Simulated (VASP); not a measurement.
The system is Ge.

```xyz
2
Lattice="0.0000 2.7712 2.7712 2.7712 0.0000 2.7712 2.7712 2.7712 0.0000" Properties=species:S:1:pos:R:3 pbc="T T T"
Ge    4.1567    4.1567    4.1567
Ge    2.7712    2.7712    2.7712
```

This cell differs from its parent crystal: volume scaled by 0.94.

Base run:

| Property | Result |
| --- | --- |
| Program | VASP 6.6.1 |
| Functional | PBEsol |
| Potentials or basis | VASP PAW PBE potentials, release 64 (Ge_d) |
| Cutoff | 520 eV |
| k mesh | 8 × 8 × 8 |
| Occupations | fermi-dirac, width 0.05 eV |
| Spin | no spin polarisation |

Its results: band gap on the k mesh 0.32 eV, indirect (least direct gap 0.57 eV); pressure 5.5 GPa.

Task: The run is repeated on the same cell with these changes: dispersion from none to D4. What comes out?

Result: Band gap on the k mesh 0.32 eV, indirect (least direct gap 0.57 eV); pressure 4.1 GPa.

Dispersion adds attraction, which lowers the pressure at fixed volume and, as a term added to the energy, leaves the levels alone.

Caveats: the PAW data sets were made with another functional, which shifts forces and pressure a little.

A k mesh can miss the band edges.
